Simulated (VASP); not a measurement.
## Mg12H (a cell with a defect): single point with PBE+D3(BJ)

Mg12H (a cell with a defect):

```
Mg H
1.0
     6.42000    0.00000    0.00000
    -4.81500    8.33982    0.00000
     0.00000    0.00000    5.21304
Mg H
12 1
Direct
  0.99958 0.00004 0.99674
  0.16220 0.22065 0.49754
  0.00019 0.33332 0.99664
  0.17069 0.54781 0.50293
  0.00099 0.66750 0.01044
  0.17387 0.90114 0.50111
  0.50102 0.99999 0.99636
  0.67028 0.22412 0.49453
  0.49809 0.33238 0.99724
  0.65272 0.54948 0.50316
  0.50069 0.66755 0.99704
  0.66857 0.88980 0.49624
  0.00245 0.66836 0.42999
```

* Program: VASP 6.6.1
* Task: single point
* Functional: PBE
* Dispersion: D3(BJ)
* Potentials or basis: VASP PAW PBE potentials, release 64 (Mg, H)
* Cutoff: 520 eV
* k mesh: 3 × 2 × 3
* Occupations: gaussian, width 0.15 eV
* Spin: no spin polarisation

* Pressure: -2.2 GPa
* Largest force: 0.117 eV/Å
* Dispersion energy per atom: -0.267 eV

Forces in eV/Å, atoms in the order of the input:
```
Mg  -0.002 -0.001  0.006
Mg   0.001  0.001  0.007
Mg  -0.003  0.000  0.006
Mg  -0.017  0.012  0.014
Mg   0.001 -0.003  0.028
Mg   0.003 -0.013  0.013
Mg   0.000  0.001  0.006
Mg   0.001  0.001  0.002
Mg   0.000 -0.001  0.007
Mg   0.021  0.007  0.017
Mg  -0.002  0.001  0.007
Mg  -0.001 -0.001  0.005
H   -0.003 -0.005 -0.117
```

Stress tensor (GPa, compression positive):
```
-2.15  0.17  0.00
 0.17 -2.24 -0.01
 0.00 -0.01 -2.12
```

Levels at points of the mesh, in eV from the Fermi level:
```tsv
k point	band 8	band 9	band 10	band 11	band 12	band 13	band 14	band 15	band 16	band 17
(0.00, 0.00, 0.00)	-1.76	-1.57	-0.73	-0.19	0.13	0.27	0.33	0.53	1.56	1.75
(0.00, 0.50, 0.00)	-2.14	-1.43	-1.20	-1.13	-0.75	-0.32	-0.19	1.36	1.79	1.84
```

Wall time 71 s on 1 thread of Intel(R) Xeon(R) Platinum 8488C (Sapphire Rapids), with other jobs on the host, peak memory 0.37 GiB.

Caveat: the k points lie up to 0.40 Å⁻¹ apart.
